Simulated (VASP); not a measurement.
A run of VASP 6.6.1:

Contents of INCAR:

```
ALGO     = Normal         # electronic algorithm
EDIFF    = 1E-6           # SCF threshold, eV
ENCUT    = 520            # plane-wave cutoff, eV
GGA      = PS             # functional
ISIF     = 2              # what is computed and relaxed
ISMEAR   = -1             # smearing method
LASPH    = True           # aspherical terms in the spheres
LCHARG   = True           # write CHGCAR
LELF     = True           # ELF
LREAL    = False          # projectors in reciprocal space
LVHAR    = True         
LWAVE    = False          # write WAVECAR
NBANDS   = 12             # bands
NELM     = 80             # most SCF steps
PREC     = Accurate       # precision mode
SIGMA    = 0.03           # smearing width, eV
```

Contents of KPOINTS:

```
k-points
0
Gamma
  16 16 16
```

Contents of POSCAR:

```
Zr
1.0
   -1.8100000000      1.8100000000      1.8100000000
    1.8100000000     -1.8100000000      1.8100000000
    1.8100000000      1.8100000000     -1.8100000000
Zr
1
Direct
    0.0000000000      0.0000000000      0.0000000000
```

Potentials or basis: VASP PAW PBE potentials, release 64 (Zr_sv).

Command:

```bash
$ cat potpaw_PBE.64/Zr_sv/POTCAR > POTCAR
$ mpirun -np 1 vasp_std > vasp.out
```

Hardware: 1 thread of Intel Xeon 8259CL, with other jobs on the host.

Task: Estimate the wall time of this run.

Result: Run time: 26 s on 1 thread of Intel Xeon 8259CL (shared host), peak memory 0.17 GiB. Counts: scf iterations 11, k points 145.
